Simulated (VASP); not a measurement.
# Ga6H (R3) in VASP: single point with PBE

Aim: the single point of Ga6H with PBE.

All numbers are computed with VASP 6.6.1; they aren't measurements. Logs are shortened: lines on timing, memory, paths and dates and some standing lists are left out, and cuts for length are marked.

**1. The cell of the first run**

It takes space group R3 (No. 146, trigonal). The conventional cell has a = 8.736 Å, b = 8.736 Å, c = 5.414 Å, α = 90.00°, β = 90.00°, γ = 120.00°. Within 2.5 Å of Ga (site symmetry 1) lie 1 H at 1.91 Å. Within 3.6 Å of Ga (site symmetry 1) lie 10 Ga at 2.73 to 3.21 Å and 3 H at 3.08 to 3.56 Å. H (site symmetry 3) has 3 Ga at 1.91 Å within 2.5 Å.

**2. Single point, PBE**

The input, INCAR:

```
SYSTEM = Ga6H
PREC = Accurate ; ENCUT = 520
EDIFF = 1E-6 ; ISMEAR = 0
SIGMA = 0.1 ; LREAL = .FALSE.
LASPH = .TRUE. ; NELM = 100
ALGO = Normal ; ISIF = 2
LWAVE = .FALSE. ; LCHARG = .FALSE.
GGA = PE ; NBANDS = 48
```

The input, KPOINTS:

```
regular mesh
0
G
  6 6 6
  0 0 0
```

The input, POSCAR:

```
Ga6H
1.0
   -3.1010712763      3.0762340766      3.1010712763
    3.0762340766     -3.1010712763      3.1010712763
    3.1259084759      3.1259084759     -3.1259084760
Ga H
6 1
Direct
    0.1680203289      0.5914683450      0.3615491398
    0.4234480161      0.3319796711      0.6935288109
    0.7885774633      0.9199480370      0.1903531797
    0.1313705736      0.7114225367      0.9017757163
    0.5800519630      0.3686294264      0.2704051427
    0.9085316550      0.0765519839      0.7700807948
    0.5000000000      0.0000000000      0.6456405493
```

Potentials or basis: VASP PAW PBE potentials, release 64 (Ga_d, H).

Started as:

```console
$ cat potpaw_PBE.64/Ga_d/POTCAR potpaw_PBE.64/H/POTCAR > POTCAR
$ mpirun -np 1 vasp_std > vasp.out
```

OUTCAR:

```text
SYSTEM = Ga6H
   PREC = Accurate
   ENCUT = 520
   EDIFF = 1E-6
   ISMEAR = 0
   LREAL = .FALSE.
   LASPH = .TRUE.
   NELM = 100
   ISIF = 2
   GGA = PE

 ion  position               nearest neighbor table
   1  0.168  0.591  0.362-   4 2.73   5 2.77   4 2.87   6 2.88   2 2.88
   2  0.423  0.332  0.694-   5 2.73   3 2.77   5 2.87   1 2.88   6 2.88
   3  0.789  0.920  0.190-   6 2.73   2 2.77   6 2.87
   4  0.131  0.711  0.902-   1 2.73   6 2.77   1 2.87
   5  0.580  0.369  0.270-   2 2.73   1 2.77   2 2.87
   6  0.909  0.077  0.770-   3 2.73   4 2.77   3 2.87   1 2.88   2 2.88
   7  0.500  0.000  0.646-

  LATTYP: Found a trigonal (rhomboedric) cell.
 ALAT       =     5.3569116304
 COS(alpha) =    -0.3297474771

  Lattice vectors:

 A1 = (   3.1010712763,  -3.0762340766,  -3.1010712763)
 A2 = (  -3.0762340766,   3.1010712763,  -3.1010712763)
 A3 = (   3.1010712762,   3.1010712762,   3.0762340766)

Analysis of symmetry for initial positions (statically):
=====================================================================
 Subroutine PRICEL returns:
 Original cell was already a primitive cell.

 Routine SETGRP: Setting up the symmetry group for a
 trigonal (rhombohedral) supercell.

 Subroutine GETGRP returns: Found  3 space group operations
 (whereof  1 operations were pure point group operations)
 out of a pool of 12 trial point group operations.

The static configuration has the point symmetry C_1 .
 The point group associated with its full space group is C_3 .

Analysis of symmetry for dynamics (positions and initial velocities):
=====================================================================
 Subroutine PRICEL returns:
 Original cell was already a primitive cell.

 Routine SETGRP: Setting up the symmetry group for a
 trigonal (rhombohedral) supercell.

 Subroutine GETGRP returns: Found  3 space group operations
 (whereof  1 operations were pure point group operations)
 out of a pool of 12 trial point group operations.

The dynamic configuration has the point symmetry C_1 .
 The point group associated with its full space group is C_3 .

 Subroutine INISYM returns: Found  3 space group operations
 (whereof  1 operations are pure point group operations),
 and found     1 'primitive' translations

----------------------------------------------------------------------------------------

                                     Primitive cell

  volume of cell :     119.2819

  direct lattice vectors                    reciprocal lattice vectors
    -3.101071276  3.076234077  3.101071276     0.000000000  0.161882883  0.161882883
     3.076234077 -3.101071276  3.101071276     0.161882883  0.000000000  0.161882883
     3.125908476  3.125908476 -3.125908476     0.160596627  0.160596627  0.001286256

  length of vectors
     5.356911630  5.356911630  5.414232300     0.228936969  0.228936969  0.227121571

  position of ions in fractional coordinates (direct lattice)
     0.168020329  0.591468345  0.361549140
     0.423448016  0.331979671  0.693528811
     0.788577463  0.919948037  0.190353180
     0.131370574  0.711422537  0.901775716
     0.580051963  0.368629426  0.270405143
     0.908531655  0.076551984  0.770080795
     0.500000000  0.000000000  0.645640549

  ion indices of the primitive-cell ions
   primitive index   ion index
                 1           1
                 2           2
                 3           3
                 4           4
                 5           5
                 6           6
                 7           7

----------------------------------------------------------------------------------------

 KPOINTS: regular mesh

Automatic generation of k-mesh.
 Grid dimensions read from file:
 generate k-points for:    6    6    6

 Generating k-lattice:

  Cartesian coordinates                     Fractional coordinates (reciprocal lattice)
     0.000000000  0.026980481  0.026980481     0.166666667  0.000000000  0.000000000
     0.026980481  0.000000000  0.026980481     0.000000000  0.166666667  0.000000000
     0.026766105  0.026766105  0.000214376    -0.000000000 -0.000000000  0.166666667

  Length of vectors
     0.038156161  0.038156161  0.037853595

  Shift w.r.t. Gamma in fractional coordinates (k-lattice)
     0.000000000  0.000000000  0.000000000

 Subroutine IBZKPT returns following result:
 ===========================================

 Found     40 irreducible k-points:

 Following reciprocal coordinates:
            Coordinates               Weight
  0.000000  0.000000  0.000000      1.000000
  0.166667  0.000000  0.000000      6.000000
  0.333333  0.000000  0.000000      6.000000
  0.500000  0.000000 -0.000000      3.000000
  0.166667  0.166667  0.000000      6.000000
  0.333333  0.166667  0.000000      6.000000
[... 16 lines left out ...]
 -0.166667  0.500000 -0.333333      6.000000
  0.333333 -0.000000  0.333333      6.000000
 [... further k-points ...]
   k-points           NKPTS =     40   k-points in BZ     NKDIM =     40   number of bands    NBANDS=     48
   number of dos      NEDOS =    301   number of ions     NIONS =      7
   total plane-waves  NPLWV =  64000
   dimension x,y,z NGX =    40 NGY =   40 NGZ =   40
   dimension x,y,z NGXF=    80 NGYF=   80 NGZF=   80
   ions per type =               6   1
   NGX,Y,Z   is equivalent  to a cutoff of  12.41, 12.41, 12.28 a.u.
   NGXF,Y,Z  is equivalent  to a cutoff of  24.83, 24.83, 24.56 a.u.
 SYSTEM =  Ga6H
   PREC   = accura    normal or accurate (medium, high low for compatibility)
   ISTART =      0    job   : 0-new  1-cont  2-samecut
   ICHARG =      2    charge: 1-file 2-atom 10-const
   ISPIN  =      1    spin polarized calculation?
   LNONCOLLINEAR =      F non collinear calculations
   LSORBIT =      F    spin-orbit coupling
   LASPH  =      T    aspherical Exc in radial PAW
   ENCUT  =  520.0 eV  38.22 Ry    6.18 a.u.   9.96  9.96 10.07*2*pi/ulx,y,z
   NELM   =    100;   NELMIN=  2; NELMDL= -5     # of ELM steps
   EDIFF  = 0.1E-05   stopping-criterion for ELM
   LREAL  =      F    real-space projection
   EDIFFG = 0.1E-04   stopping-criterion for IOM
   NSW    =      0    number of steps for IOM
   IBRION =     -1    ionic relax: 0-MD 1-quasi-New 2-CG
   NFREE  =      0    steps in history (QN), initial steepest desc. (CG)
   ISIF   =      2    stress and relaxation
   ISYM   =      2    0-nonsym 1-usesym 2-fastsym
   POTIM  = 0.5000    time-step for ionic-motion
   TEBEG  =    0.0;   TEEND  =   0.0 temperature during run
   PSTRESS=    0.0 pullay stress
   NELECT =      79.0000    total number of electrons
   NUPDOWN=      -1.0000    fix difference up-down
   EMIN   =  10.00;   EMAX   =-10.00  energy-range for DOS
   EFERMI =   0.00;   METHOD = LEGACY
   ISMEAR =     0;   SIGMA  =   0.10  broadening in eV -4-tet -1-fermi 0-gaus
   EFERMI_NEDOS =   21; number of points for ismear=-14 and -15
   IALGO  =     38    algorithm
   IMIX   =      4    mixing-type and parameters
     AMIX     =   0.40;   BMIX     =  1.00
     AMIX_MAG =   1.60;   BMIX_MAG =  1.00
  volume/ion in A,a.u.               =      17.04       114.99
  Fermi-wavevector in a.u.,A,eV,Ry     =   1.427006  2.696650 27.706162  2.036345
  Thomas-Fermi vector in A             =   2.547222
   LORBIT       =      0    0 simple, 1 ext, 2 COOP (PROOUT), +10 PAW based schemes
   GGA     = PE    functional components
   LHFCALC =     F    Hartree Fock is set to
   AEXX    =    0.0000 exact exchange contribution
   IVDW    =     0    specifies the selected vdW correction
   LEPSILON=     F    determine dielectric tensor
   LRPA    =     F    only Hartree local field effects (RPA)
 non-spin polarized calculation
 Gauss-broadening in eV      SIGMA  =   0.10
  energy-cutoff  :      520.00
  volume of cell :      119.28
 maximum number of plane-waves:      3264
   NGX = 19   NGY = 19   NGZ = 21

 number of electron      79.0000016 magnetization

 Free energy of the ion-electron system (eV)
  ---------------------------------------------------
  ext. energy  EPLUGINS =         0.00000000
  ---------------------------------------------------
  free energy    TOTEN  =       -20.11782287 eV

  energy without entropy =      -20.10867975  energy(sigma->0) =      -20.11325131

 E-fermi :   5.1460     XC(G=0): -10.8423

 val. band max:        5.1256316033   @ k =   0.1667   0.1667   0.0000
 cond. band min:       5.1559643771   @ k =   0.3333   0.0000   0.0000
 fundamental gap:      0.0303327739
 Fermi energy:         5.1459683225

 k-point     1 :       0.0000    0.0000    0.0000
  band No.  band energies     occupation
      1      -9.8376      2.00000
      2      -9.8376      2.00000
      3      -9.8248      2.00000
      4      -9.8061      2.00000
      5      -9.7888      2.00000
      6      -9.7888      2.00000
[... 40 lines left out ...]
     47      10.4902      0.00000
     48      10.4902      0.00000

 k-point     2 :       0.1667    0.0000    0.0000
  band No.  band energies     occupation
      1      -9.8463      2.00000
      2      -9.8367      2.00000
      3      -9.8278      2.00000
      4      -9.8199      2.00000
      5      -9.7993      2.00000
      6      -9.7959      2.00000
[... 40 lines left out ...]
     47      11.0396      0.00000
     48      12.4429      0.00000

 k-point     3 :       0.3333    0.0000    0.0000
  band No.  band energies     occupation
      1      -9.8655      2.00000
      2      -9.8458      2.00000
      3      -9.8321      2.00000
      4      -9.8161      2.00000
      5      -9.8140      2.00000
      6      -9.8063      2.00000
[... 40 lines left out ...]
     47      10.5052      0.00000
     48      10.8907      0.00000

 k-point     4 :       0.5000    0.0000   -0.0000
  band No.  band energies     occupation
      1      -9.8744      2.00000
      2      -9.8514      2.00000
      3      -9.8294      2.00000
      4      -9.8236      2.00000
      5      -9.8142      2.00000
      6      -9.8111      2.00000
[... 958 lines left out ...]
     47       9.6878      0.00000
     48      10.2980      0.00000

 k-point    23 :      -0.1667    0.5000   -0.3333
  band No.  band energies     occupation
      1      -9.8736      2.00000
      2      -9.8517      2.00000
      3      -9.8397      2.00000
      4      -9.8191      2.00000
      5      -9.8104      2.00000
      6      -9.7980      2.00000
[... 40 lines left out ...]
     47       9.6697      0.00000
     48      10.3104      0.00000

 k-point    24 :       0.3333   -0.0000    0.3333
  band No.  band energies     occupation
      1      -9.8726      2.00000
      2      -9.8538      2.00000
      3      -9.8328      2.00000
      4      -9.8272      2.00000
      5      -9.8174      2.00000
      6      -9.7972      2.00000
[... 40 lines left out ...]
     47       9.9091      0.00000
     48      10.7251      0.00000

 [... further k-points ...]

------------------------ aborting loop because EDIFF is reached ----------------------------------------

  FORCE on cell =-STRESS in cart. coord.  units (eV):
  Direction    XX          YY          ZZ          XY          YZ          ZX
  --------------------------------------------------------------------------------------
  -------------------------------------------------------------------------------------
  Total        0.0418801      0.0418801      0.0418801     -0.0077905      0.0077905      0.0077905
  in kB        0.5625283      0.5625283      0.5625283     -0.1046416      0.1046416      0.1046416
  external PRESSURE =       0.5625283 kB  Pullay stress =       0.0000000 kB

 VOLUME and BASIS-vectors are now :
 -----------------------------------------------------------------------------
  energy-cutoff  :      520.00
  volume of cell :      119.28
      direct lattice vectors                 reciprocal lattice vectors
    -3.101071276  3.076234077  3.101071276     0.000000000  0.161882883  0.161882883
     3.076234077 -3.101071276  3.101071276     0.161882883  0.000000000  0.161882883
     3.125908476  3.125908476 -3.125908476     0.160596627  0.160596627  0.001286256

 POSITION                                       TOTAL-FORCE (eV/Angst)
 -----------------------------------------------------------------------------------
      2.42862     -0.18715      1.22506        -0.001576      0.009027     -0.003678
      1.87601      2.44104      0.17473         0.003678     -0.001576     -0.009027
      0.97957      0.16805      4.70323        -0.008442      0.001303      0.002246
      4.59998      1.01682     -0.20531        -0.002246     -0.008442     -0.001303
      0.18047      1.48649      2.09667         0.001303     -0.002246      0.008442
     -0.17473      4.96466      0.64761         0.009027      0.003678      0.001576
      0.46768      3.55633     -0.46768        -0.001745     -0.001745      0.001745
 -----------------------------------------------------------------------------------
    total drift:                                0.000015      0.000015     -0.000013

  FREE ENERGIE OF THE ION-ELECTRON SYSTEM (eV)
  ---------------------------------------------------
  free  energy   TOTEN  =       -20.1178228748 eV

  energy  without entropy=      -20.1086797485  energy(sigma->0) =      -20.11325131
```

Run time: 2.2 min. Hardware: 1 thread of Intel Xeon Platinum 8488C (Sapphire Rapids), shared host; peak memory 0.33 GiB.

What came out:

```yaml
Free_energy: -20.1178 eV
Pressure: 0.1 GPa
Largest_force: 0.010 eV/Å
Band_gap_on_the_k_mesh: zero (an odd number of electrons rules out a gap without spin polarisation)
```

Forces on the atoms (eV/Å):
```
Ga  -0.002  0.009 -0.004
Ga   0.004 -0.002 -0.009
Ga  -0.008  0.001  0.002
Ga  -0.002 -0.008 -0.001
Ga   0.001 -0.002  0.008
Ga   0.009  0.004  0.002
H   -0.002 -0.002  0.002
```
